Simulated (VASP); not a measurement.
# BaTiO3 in VASP: notebook, part 2 of 2

VASP 6.6.1. The steps go on from the part before.

**3. Single point, PBEsol**

This run uses another cell than the first one.

Contents of INCAR:

```
  PREC = Accurate
  ENCUT = 520
  EDIFF = 1E-6
  ISMEAR = 0
  SIGMA = 0.05
  LREAL = False
  LASPH = True
  NELM = 120
  ALGO = Normal
  ISIF = 2
  LWAVE = False
  LCHARG = False
  LDIPOL = True
  IDIPOL = 3
  DIPOL = 0.5 0.5 0.492
  GGA = PS
  NBANDS = 73
  GGA_COMPAT = False
  NELMDL = -8
```

Contents of KPOINTS:

```
Automatic mesh
0
Gamma
  7 7 1
```

Contents of POSCAR:

```
BaTiO3
1.0
    3.9698624757      0.0000000000      0.0000000000
    0.0000000000      3.9698624757      0.0000000000
    0.0000000000      0.0000000000     24.9247207546
Ti O Ba
3 9 3
Direct
    0.5000000000      0.5000000000      0.3056493709
    0.5000000000      0.5000000000      0.4614517716
    0.5000000000      0.5000000000      0.6219130308
    0.5000000000      0.0000000000      0.3013162098
    0.0000000000      0.5000000000      0.3013162098
    0.5000000000      0.5000000000      0.3800046276
    0.5000000000      0.0000000000      0.4604925570
    0.0000000000      0.5000000000      0.4604925570
    0.5000000000      0.5000000000      0.5394778682
    0.5000000000      0.0000000000      0.6209069280
    0.0000000000      0.5000000000      0.6209069280
    0.5000000000      0.5000000000      0.6977337085
    0.0000000000      0.0000000000      0.3760440577
    0.0000000000      0.0000000000      0.5378978263
    0.0000000000      0.0000000000      0.6949399965
```

Potentials or basis: VASP PAW PBE potentials, release 64 (Ti_sv, O, Ba_sv).

Run with:

```sh
$ cat potpaw_PBE.64/Ti_sv/POTCAR potpaw_PBE.64/O/POTCAR potpaw_PBE.64/Ba_sv/POTCAR > POTCAR
$ mpirun -np 1 vasp_std > vasp.out
```

Wall time 18 min (1 thread of AMD EPYC 7R13, shared host); peak memory 0.53 GiB.

It converged, with:

```
Free energy            : -123.8680 eV
Largest force          : 0.232 eV/Å
Band gap on the k mesh : 0.46 eV (least direct gap 1.03 eV)
```

Forces in eV/Å, atoms in the order of the input:
```
Ti   0.000  0.000 -0.119
Ti   0.000  0.000 -0.030
Ti   0.000  0.000 -0.052
O    0.000  0.000 -0.091
O    0.000  0.000 -0.091
O    0.000  0.000  0.069
O    0.000  0.000 -0.030
O    0.000  0.000 -0.030
O    0.000  0.000  0.025
O    0.000  0.000 -0.047
O    0.000  0.000 -0.047
O    0.000  0.000  0.083
Ba   0.000  0.000  0.081
Ba   0.000  0.000  0.046
Ba   0.000  0.000  0.232
```

Levels at points of the mesh, in eV from the valence-band top:
| k point | band 57 | band 58 | band 59 | band 60 | band 61 | band 62 | band 63 | band 64 |
| --- | --- | --- | --- | --- | --- | --- | --- | --- |
| (0.00, 0.00, 0.00) | -1.39 | -1.39 | -0.58 | -0.58 | 0.46 | 0.84 | 1.07 | 1.07 |

Caveat: the PAW data sets were made with another functional, which shifts forces and pressure a little; spin-orbit coupling is left out, which moves the levels of the heavy elements.

**4. Single point, PBEsol**

This run uses another cell than the first one.

Contents of INCAR:

```
ALGO = Normal
DIPOL = 0.5 0.5 0.492
EDIFF = 1E-6
EFIELD = -0.1
ENCUT = 520
GGA = PS
GGA_COMPAT = False
IDIPOL = 3
ISIF = 2
ISMEAR = 0
LASPH = True
LCHARG = False
LDIPOL = True
LREAL = False
LWAVE = False
NBANDS = 73
NELM = 120
NELMDL = -8
PREC = Accurate
SIGMA = 0.05
```

Contents of KPOINTS:

```
k-points
0
Gamma
  7 7 1
```

Contents of POSCAR:

```
BaTiO3
1.0
    3.9698624757      0.0000000000      0.0000000000
    0.0000000000      3.9698624757      0.0000000000
    0.0000000000      0.0000000000     24.9247207546
Ti O Ba
3 9 3
Direct
    0.5000000000      0.5000000000      0.3009060793
    0.5000000000      0.5000000000      0.4601812159
    0.5000000000      0.5000000000      0.6194563524
    0.5000000000      0.0000000000      0.3009060793
    0.0000000000      0.5000000000      0.3009060793
    0.5000000000      0.5000000000      0.3805436476
    0.5000000000      0.0000000000      0.4601812159
    0.0000000000      0.5000000000      0.4601812159
    0.5000000000      0.5000000000      0.5398187841
    0.5000000000      0.0000000000      0.6194563524
    0.0000000000      0.5000000000      0.6194563524
    0.5000000000      0.5000000000      0.6990939207
    0.0000000000      0.0000000000      0.3805436476
    0.0000000000      0.0000000000      0.5398187841
    0.0000000000      0.0000000000      0.6990939207
```

Run with:

```sh
$ cat potpaw_PBE.64/Ti_sv/POTCAR potpaw_PBE.64/O/POTCAR potpaw_PBE.64/Ba_sv/POTCAR > POTCAR
$ mpirun -np 1 vasp_std > vasp.out
```

Wall time 19 min (1 thread of AMD EPYC 7R13, shared host); peak memory 0.52 GiB.

The run converged. Its results:

| Item | Value |
| --- | --- |
| Free energy | -123.6513 eV |
| Largest force | 2.353 eV/Å |
| Band gap on the k mesh | 1.04 eV (least direct gap 1.62 eV) |

Forces on the atoms (eV/Å):
```
Ti   0.000  0.000  2.353
Ti   0.000  0.000  0.250
Ti   0.000  0.000  1.165
O    0.000  0.000 -0.537
O    0.000  0.000 -0.537
O    0.000  0.000 -0.934
O    0.000  0.000  0.041
O    0.000  0.000  0.041
O    0.000  0.000 -0.342
O    0.000  0.000  0.135
O    0.000  0.000  0.135
O    0.000  0.000 -0.442
Ba   0.000  0.000 -0.743
Ba   0.000  0.000 -0.122
Ba   0.000  0.000 -0.462
```

Levels at points of the mesh, in eV from the valence-band top:
```csv
k point,band 58,band 59,band 60,band 61,band 62,band 63
"(0.00, 0.00, 0.00)",-0.97,-0.58,-0.58,1.04,1.13,1.23
```

Caveat: the PAW data sets were made with another functional, which shifts forces and pressure a little; spin-orbit coupling is left out, which moves the levels of the heavy elements.

**5. Relaxation of the atoms, PBEsol**

This run uses another cell than the first one.

Contents of INCAR:

```
  PREC = Accurate
  ENCUT = 520
  EDIFF = 1E-7
  ISMEAR = 0
  SIGMA = 0.05
  LREAL = False
  LASPH = True
  NELM = 120
  ALGO = Normal
  ISIF = 2
  LWAVE = False
  LCHARG = False
  LDIPOL = True
  IDIPOL = 3
  DIPOL = 0.5 0.5 0.492
  GGA = PS
  IBRION = 2
  NSW = 80
  EDIFFG = -0.02
  GGA_COMPAT = False
  NELMIN = 4
  NELMDL = -8
  KPAR = 4
```

Contents of KPOINTS:

```
regular mesh
0
Gamma
  7 7 1
```

POSCAR is that of step 4.

Run with:

```sh
$ cat potpaw_PBE.64/Ti_sv/POTCAR potpaw_PBE.64/O/POTCAR potpaw_PBE.64/Ba_sv/POTCAR > POTCAR
$ mpirun -np 4 vasp_std > vasp.out
```

Run time: 38 min. Hardware: 4 MPI ranks of AMD EPYC 7R43 (Zen 3), shared host; peak memory 0.61 GiB.

The run converged. Its results:

```
Free energy                  : -123.8782 eV
Energy gained by relaxing    : 17.0 meV/atom
Ionic steps                  : 18
Largest force after relaxing : 0.015 eV/Å
Band gap on the k mesh       : 0.41 eV (least direct gap 1.01 eV)
```

Forces in eV/Å, atoms in the order of the input:
```
Ti   0.000  0.000  0.000
Ti   0.000  0.000  0.002
Ti   0.000  0.000  0.000
O    0.000  0.000 -0.002
O    0.000  0.000 -0.002
O    0.000  0.000 -0.006
O    0.000  0.000  0.005
O    0.000  0.000  0.005
O    0.000  0.000  0.015
O    0.000  0.000 -0.006
O    0.000  0.000 -0.006
O    0.000  0.000 -0.001
Ba   0.000  0.000 -0.014
Ba   0.000  0.000  0.013
Ba   0.000  0.000 -0.002
```

The path:
| step | energy change (eV) | largest force (eV/Å) | pressure (GPa) |
| --- | --- | --- | --- |
| 1 | 0.0000 | 2.2668 | -1.55 |
| 2 | -0.1713 | 1.0126 | -0.88 |
| 3 | -0.1804 | 0.8892 | -1.04 |
| 4 | -0.2391 | 0.3173 | -0.84 |
| 5 | -0.2466 | 0.3275 | -0.73 |
| 6 | -0.2529 | 0.1504 | -0.67 |
| 7 | -0.2529 | 0.1522 | -0.66 |
| 8 | -0.2536 | 0.0844 | -0.66 |
| 9 | -0.2537 | 0.0548 | -0.66 |
| 10 | -0.2541 | 0.0279 | -0.67 |
| 11 | -0.2541 | 0.0400 | -0.68 |
| 12 | -0.2544 | 0.0355 | -0.71 |
| 13 | -0.2545 | 0.0597 | -0.76 |
| 14 | -0.2546 | 0.0525 | -0.77 |
| 15 | -0.2549 | 0.0398 | -0.80 |
| 16 | -0.2550 | 0.0268 | -0.88 |
| 17 | -0.2550 | 0.0319 | -0.84 |
| 18 | -0.2551 | 0.0154 | -0.84 |

Final structure:
```cif
data_structure
_symmetry_space_group_name_H-M 'P 1'
_symmetry_Int_Tables_number 1
_cell_length_a 3.9699
_cell_length_b 3.9699
_cell_length_c 24.9247
_cell_angle_alpha 90.000
_cell_angle_beta 90.000
_cell_angle_gamma 90.000
_cell_volume 392.81
loop_
_atom_site_label
_atom_site_type_symbol
_atom_site_fract_x
_atom_site_fract_y
_atom_site_fract_z
_atom_site_occupancy
Ti1 Ti 0.50000 0.50000 0.30450 1
Ti2 Ti 0.50000 0.50000 0.46110 1
Ti3 Ti 0.50000 0.50000 0.62258 1
O1 O 0.50000 0.00000 0.29993 1
O2 O 0.00000 0.50000 0.29993 1
O3 O 0.50000 0.50000 0.37939 1
O4 O 0.50000 0.00000 0.46014 1
O5 O 0.00000 0.50000 0.46014 1
O6 O 0.50000 0.50000 0.53971 1
O7 O 0.50000 0.00000 0.62166 1
O8 O 0.00000 0.50000 0.62166 1
O9 O 0.50000 0.50000 0.69894 1
Ba1 Ba 0.00000 0.00000 0.37567 1
Ba2 Ba 0.00000 0.00000 0.53834 1
Ba3 Ba 0.00000 0.00000 0.69688 1
```

Levels at points of the mesh, in eV from the valence-band top:
```csv
k point,band 56,band 57,band 58,band 59,band 60,band 61,band 62,band 63,band 64,band 65
"(0.00, 0.00, 0.00)",-1.44,-1.44,-1.43,-0.60,-0.60,0.41,0.78,0.99,0.99,1.07
```

Caveat: the PAW data sets were made with another functional, which shifts forces and pressure a little; spin-orbit coupling is left out, which moves the levels of the heavy elements.

**6. Summary**

| task | cell | electric field (eV/Å) | gap on the mesh (eV) | largest force (eV/Å) |
| --- | --- | --- | --- | --- |
| single point | a = 3.970, b = 3.970, c = 16.925 Å, 15 atoms, atomic positions A | - | 0.98 | 2.27 |
| single point | a = 3.970, b = 3.970, c = 24.925 Å, 15 atoms, atomic positions B | - | 0.46 | 0.23 |
| single point | a = 3.970, b = 3.970, c = 24.925 Å, 15 atoms, atomic positions A | -0.1 eV/Å | 1.04 | 2.35 |
| relaxation of the atoms | atoms relaxed from a = 3.970, b = 3.970, c = 24.925 Å, 15 atoms, atomic positions A | - | 0.41 | 0.02 |

Alike in all rows: level PBEsol; potentials or basis VASP PAW PBE potentials, release 64 (Ti_sv, O, Ba_sv); no spin polarisation; k mesh 7 × 7 × 1; cutoff (eV) 520; smearing gaussian 0.05 eV.

Caveats: the PAW data sets were made with another functional, which shifts forces and pressure a little; spin-orbit coupling is left out, which moves the levels of the heavy elements.

Total energies depend on the potentials used, so only differences within one code and one set of settings carry meaning.
